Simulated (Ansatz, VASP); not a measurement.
**NiO: VASP beside Ansatz**

```
Ni O
1.0
     0.00000    2.08590    2.08590
     2.08590    0.00000    2.08590
     2.08590    2.08590    0.00000
Ni O
1 1
Direct
  0.00000 0.00000 0.00000
  0.50000 0.50000 0.50000
```

Alike in both runs: functional PBE; k mesh 11 × 11 × 11; occupations fermi-dirac, width 0.1 eV; collinear spin; Hubbard terms Ni d U = 1.0 eV.

|  | VASP | Ansatz |
| --- | --- | --- |
| version | VASP 6.6.1 | Ansatz 0.2.0 |
| potentials or method | VASP PAW PBE potentials, release 64 (Ni_sv_GW, O) | Ansatz PAW |
| plane-wave cutoff (eV) | 700 | 420 |
| valence electrons in the cell | 24 | 24 |
| task | single point | density of states |

Ansatz gave:

```
gap on the k mesh at the Fermi level (eV)                     : none
pressure (GPa)                                                : 9.1
net moment per atom (μB)                                      : 0.97
size of the moment on the site where the two differ most (μB) : 1.57
```

Problem. What did VASP give for the same quantities?

Solution. gap on the k mesh at the Fermi level (eV): none; pressure (GPa): 7.9; net moment per atom (μB): 0.98; size of the moment on the site where the two differ most (μB): 1.62.

Site moments also hang on the region over which each program counts them. The programs project onto different local orbitals, so the same U acts differently, and such runs can settle in different states. A gap of «none» marks a metal or a gap that the smearing closes.

Noted on Ansatz's run: the magnetic or orbital state may not be the lowest.
